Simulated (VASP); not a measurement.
# TaN (I4/mmm) in VASP: notebook, part 2 of 2

VASP 6.6.1. Earlier steps stand in the parts before.

## Step 3: Single point, PBE

This run uses another cell than the first one, of the same volume but with other edges.

File INCAR:

```
SYSTEM = TaN
  PREC = Accurate
  ENCUT = 600
  EDIFF = 1E-6
  ISMEAR = 0
  SIGMA = 0.15
  LREAL = .FALSE.
  LASPH = .TRUE.
  NELM = 120
  ALGO = Normal
  ISIF = 2
  LWAVE = .FALSE.
  LCHARG = .FALSE.
  GGA = PE
  NBANDS = 15
  GGA_COMPAT = .FALSE.
```

File KPOINTS:

```
Automatic mesh
0
G
  20 20 20
  0 0 0
```

File POSCAR:

```
TaN
1.0
    0.0000000000      2.5154717520      1.6350566388
    2.5154717520      0.0000000000      1.6350566388
    2.5154717520      2.5154717520      0.0000000000
Ta N
1 1
Direct
    0.5000000000      0.5000000000      0.5000000000
    0.0000000000      0.0000000000      0.0000000000
```

Potentials or basis: VASP PAW PBE potentials, release 64 (Ta_pv, N).

The run is started by

```sh
$ cat potpaw_PBE.64/Ta_pv/POTCAR potpaw_PBE.64/N/POTCAR > POTCAR
$ mpirun -np 1 vasp_std > vasp.out
```

Wall time 58 s (1 thread of Intel Xeon 6975P-C (Granite Rapids), shared host); peak memory 0.36 GiB.

The run converged. Its results:

- Free energy: -13.2954 eV
- Pressure: 190.8 GPa
- Band gap on the k mesh: zero (bands 8 and 9 overlap by 3.57 eV)

Stress tensor (GPa, compression positive):
```
 12.53   0.00   0.00
  0.00  12.53   0.00
  0.00   0.00 547.22
```

Levels at points of the mesh, in eV from the Fermi level:
| k point | band 4 | band 5 | band 6 | band 7 | band 8 | band 9 | band 10 | band 11 | band 12 | band 13 |
| --- | --- | --- | --- | --- | --- | --- | --- | --- | --- | --- |
| (0.00, 0.00, 0.00) | -19.75 | -5.40 | -4.91 | -4.91 | -2.44 | -2.06 | -2.06 | 0.82 | 2.22 | 12.46 |
| (0.50, 0.00, 0.00) | -13.17 | -10.74 | -10.07 | -9.43 | 0.54 | 3.33 | 3.39 | 4.75 | 7.83 | 8.00 |
| (0.50, 0.50, 0.00) | -19.21 | -5.95 | -5.95 | -5.78 | 0.05 | 2.79 | 2.79 | 4.20 | 6.93 | 8.95 |
| (0.50, 0.00, 0.50) | -19.24 | -7.44 | -5.09 | -3.64 | -2.02 | 0.62 | 1.85 | 3.55 | 6.14 | 6.35 |

Caveat: the stress differs along the axes, from 13 to 547 GPa; spin-orbit coupling is left out, which moves the levels of the heavy elements.

## Step 4: Single point, PBE

This run uses another cell than the first one, of the same volume but with other edges.

File INCAR:

```
SYSTEM = TaN
PREC = Accurate
ENCUT = 600
EDIFF = 1E-6
ISMEAR = 0
SIGMA = 0.15
LREAL = .False.
LASPH = .True.
NELM = 120
ALGO = Normal
ISIF = 2
LWAVE = .False.
LCHARG = .False.
GGA = PE
NBANDS = 15
GGA_COMPAT = .False.
```

File KPOINTS:

```
regular mesh
0
Gamma
  20 20 20
  0 0 0
```

File POSCAR:

```
TaN
1.0
    0.0000000000      1.9035318327      2.8552977490
    1.9035318327      0.0000000000      2.8552977490
    1.9035318327      1.9035318327      0.0000000000
Ta N
1 1
Direct
    0.5000000000      0.5000000000      0.5000000000
    0.0000000000      0.0000000000      0.0000000000
```

Potentials or basis: VASP PAW PBE potentials, release 64 (Ta_pv, N).

The run is started by

```sh
$ cat potpaw_PBE.64/Ta_pv/POTCAR potpaw_PBE.64/N/POTCAR > POTCAR
$ mpirun -np 1 vasp_std > vasp.out
```

OUTCAR:

```text
SYSTEM = TaN
   PREC = Accurate
   ENCUT = 600
   EDIFF = 1E-6
   ISMEAR = 0
   LREAL = .False.
   LASPH = .True.
   NELM = 120
   ISIF = 2
   GGA = PE

 ion  position               nearest neighbor table
   1  0.500  0.500  0.500-   2 1.90   2 1.90   2 1.90   2 1.90
   2  0.000  0.000  0.000-   1 1.90   1 1.90   1 1.90   1 1.90

  LATTYP: Found a body centered tetragonal cell.
 ALAT       =     2.6920005342
 C/A-ratio  =     2.1213203435

  Lattice vectors:

 A1 = (  -1.9035318327,   0.0000000000,   2.8552977490)
 A2 = (   1.9035318327,   0.0000000000,   2.8552977490)
 A3 = (   0.0000000000,   1.9035318327,  -2.8552977490)

Analysis of symmetry for initial positions (statically):
=====================================================================
 Subroutine PRICEL returns:
 Original cell was already a primitive cell.

 Routine SETGRP: Setting up the symmetry group for a
 body centered tetragonal supercell.

 Subroutine GETGRP returns: Found 16 space group operations
 (whereof 16 operations were pure point group operations)
 out of a pool of 16 trial point group operations.

The static configuration has the point symmetry D_4h.

[... 176 lines left out ...]
      8       6.3252      2.00000
      9       6.3252      2.00000
     10      10.2595      0.00000
     11      10.2595      0.00000
     12      12.3553      0.00000
     13      17.6992      0.00000
     14      21.1144      0.00000
[... 401 lines left out ...]
      2     -25.9266      2.00000
      3     -25.3668      2.00000
      4      -6.0551      2.00000
      5      -0.6397      2.00000
      6       0.9062      2.00000
      7       1.0189      2.00000
      8       8.4060      2.00000
      9      12.0701      0.00000
     10      12.1789      0.00000
     11      13.0053      0.00000
     12      16.3094      0.00000
     13      22.3865      0.00000
     14      22.6471      0.00000
     15      22.6829      0.00000

 [... further k-points ...]

------------------------ aborting loop because EDIFF is reached ----------------------------------------

  FORCE on cell =-STRESS in cart. coord.  units (eV):
  Direction    XX          YY          ZZ          XY          YZ          ZX
  --------------------------------------------------------------------------------------
  -------------------------------------------------------------------------------------
  Total       24.3428865     24.3428865      0.5724613      0.0000000      0.0000000     -0.0000000
  in kB     1884.8681256   1884.8681256     44.3256416      0.0000000      0.0000000     -0.0000000
  external PRESSURE =    1271.3539643 kB  Pullay stress =       0.0000000 kB

 VOLUME and BASIS-vectors are now :
 -----------------------------------------------------------------------------
  energy-cutoff  :      600.00
  volume of cell :       20.69
      direct lattice vectors                 reciprocal lattice vectors
     0.000000000  1.903531833  2.855297749    -0.262669629  0.262669629  0.175113086
     1.903531833  0.000000000  2.855297749     0.262669629 -0.262669629  0.175113086
     1.903531833  1.903531833  0.000000000     0.262669629  0.262669629 -0.175113086

 POSITION                                       TOTAL-FORCE (eV/Angst)
 -----------------------------------------------------------------------------------
      1.90353      1.90353      2.85530         0.000000     -0.000000     -0.000000
      0.00000      0.00000      0.00000        -0.000000      0.000000      0.000000
 -----------------------------------------------------------------------------------
    total drift:                                0.000000      0.000000      0.000000

  FREE ENERGIE OF THE ION-ELECTRON SYSTEM (eV)
  ---------------------------------------------------
  free  energy   TOTEN  =       -18.7836080021 eV

  energy  without entropy=      -18.7742703330  energy(sigma->0) =      -18.77893917
```

Run time: 84 s. Hardware: 1 thread of Intel Xeon 6975P-C (Granite Rapids), shared host; peak memory 0.37 GiB.

Results:

```yaml
Free_energy: -18.7836 eV
Pressure: 127.1 GPa
Band_gap_on_the_k_mesh: zero (bands 8 and 9 overlap by 4.65 eV)
```

Levels at points of the mesh, in eV from the Fermi level:
| k point | band 6 | band 7 | band 8 | band 9 | band 10 | band 11 |
| --- | --- | --- | --- | --- | --- | --- |
| (0.00, 0.00, 0.00) | -4.81 | -4.50 | -2.89 | -2.89 | 1.04 | 1.04 |
| (0.50, 0.00, 0.00) | -8.66 | -8.59 | 1.55 | 3.07 | 3.26 | 4.47 |
| (0.50, 0.50, 0.00) | -5.50 | -3.05 | -3.05 | 3.40 | 3.62 | 3.62 |
| (0.50, 0.00, 0.50) | -4.48 | -4.17 | -3.49 | 0.03 | 1.12 | 7.76 |

Caveat: the stress differs along the axes, from 4 to 188 GPa; spin-orbit coupling is left out, which moves the levels of the heavy elements.

## Step 5: Overview

```csv
cell,gap on the mesh (eV),pressure (GPa)
"a = 3.138, b = 3.138, c = 2.985 Å, angles 61.6, 61.6, 56.8°, 2 atoms",none,23.5
"a = 3.000, b = 3.000, c = 3.557 Å, angles 53.6, 53.6, 72.7°, 2 atoms",none,190.8
"a = 3.432, b = 3.432, c = 2.692 Å, angles 66.9, 66.9, 46.2°, 2 atoms",none,127.1
```

Alike in all rows: task single point; level PBE; potentials or basis VASP PAW PBE potentials, release 64 (Ta_pv, N); no spin polarisation; k mesh 20 × 20 × 20; cutoff (eV) 600; smearing gaussian 0.15 eV.

Caveats: spin-orbit coupling is left out, which moves the levels of the heavy elements; the stress differs along the axes, from -7 to 39 GPa (at least some runs); the stress differs along the axes, from 13 to 547 GPa (at least some runs); the stress differs along the axes, from 4 to 188 GPa (at least some runs).

Absolute energies hang on the potentials; compare differences alone.
